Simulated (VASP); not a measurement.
Wanted: the native input for a VASP 6.6.1 run.

* Task: relaxation of cell and atoms
* Functional: PBE
* Potentials or basis: VASP PAW PBE potentials, release 64 (Ti_sv, C)
* Cutoff: 600 eV
* k mesh: 17 × 17 × 17
* Occupations: fermi-dirac, width 0.05 eV
* Spin: no spin polarisation
* Target pressure: 100 GPa
* Dipole correction: no
* Further INCAR settings: ALGO = Normal; EDIFF = 1e-06; IBRION = 2; EDIFFG = -0.005; NSW = 60; ISIF = 3

The structure of TiC (rocksalt type) lies in POSCAR:

```
TiC
1.0
    0.0000000000      1.9941634772      1.9941634772
    1.9941634772      0.0000000000      1.9941634772
    1.9941634772      1.9941634772      0.0000000000
Ti C
1 1
Direct
    0.0000000000      0.0000000000      0.0000000000
    0.5000000000      0.5000000000      0.5000000000
```

The input as run:

INCAR

```
SYSTEM = TiC
  PREC = Accurate
  ENCUT = 600
  EDIFF = 1E-6
  ISMEAR = -1
  SIGMA = 0.05
  LREAL = .False.
  LASPH = .True.
  NELM = 100
  ALGO = Normal
  ISIF = 3
  LWAVE = .False.
  LCHARG = .False.
  GGA = PE
  IBRION = 2
  NSW = 60
  EDIFFG = -0.005
  PSTRESS = 1000.0
```

KPOINTS

```
Automatic mesh
0
Gamma
  17 17 17
  0 0 0
```

Potentials or basis: VASP PAW PBE potentials, release 64 (Ti_sv, C).

Launch:

```console
$ cat potpaw_PBE.64/Ti_sv/POTCAR potpaw_PBE.64/C/POTCAR > POTCAR
$ mpirun -np 1 vasp_std > vasp.out
```

Results of the run:

```json
{"Relaxed volume": "7.95 Å³/atom", "Relaxed cell": "a = 2.822 Å, b = 2.822 Å, c = 2.822 Å, α = 60.00°, β = 60.00°, γ = 60.00°", "Space group after relaxing (to 0.1 Å)": "Fm-3m (No. 225)", "Energy change on relaxing (the run minimises the enthalpy)": "-10.9 meV/atom", "Ionic steps": "3", "Pressure after relaxing": "100.0 GPa", "Band gap on the k mesh": "zero (bands 8 and 9 overlap by 1.17 eV)"}
```

Caveat: the cell is relaxed towards a set pressure, so the run minimises the enthalpy, not the energy.

Wall time 28 s on 1 thread of Intel(R) Xeon(R) 6975P-C (Granite Rapids) (shared host), peak memory 0.18 GiB.
